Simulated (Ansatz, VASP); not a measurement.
# TePb: VASP beside Ansatz

```
Pb Te
1.0
     0.00000    3.22194    3.22194
     3.22194    0.00000    3.22194
     3.22194    3.22194    0.00000
Pb Te
1 1
Direct
  0.00000 0.00000 0.00000
  0.50000 0.50000 0.50000
```

Alike in both runs: functional PBEsol; k mesh 6 × 6 × 6; occupations gaussian, width 0.02 eV; no spin polarisation.

Ansatz relaxed the structure, and its values are those at the end. VASP's run is a single point on that final structure, the one shown.

|  | VASP | Ansatz |
| --- | --- | --- |
| version | VASP 6.6.1 | Ansatz 0.2.0 |
| potentials or method | VASP PAW PBE potentials, release 64 (Pb_d, Te), cutoff 500 eV | scalar-relativistic, plane waves, PAW |
| valence electrons in the cell | 20 | 30 |

```tsv
	VASP	Ansatz	Ansatz less VASP
gap on the k mesh at the Fermi level (eV)	0.65	0.65	+0.002
least direct gap on the mesh (eV)	0.65	0.65	+0.002
pressure (GPa)	0.0	0.0	+0.04
```

VASP's potentials were made for PBE, not for PBEsol, and Ansatz warns of the same on its side. VASP's potentials hold 20 valence electrons a cell and Ansatz's 30, so a difference there can come from the potentials and not from the codes.

Neither program's run includes spin-orbit coupling.
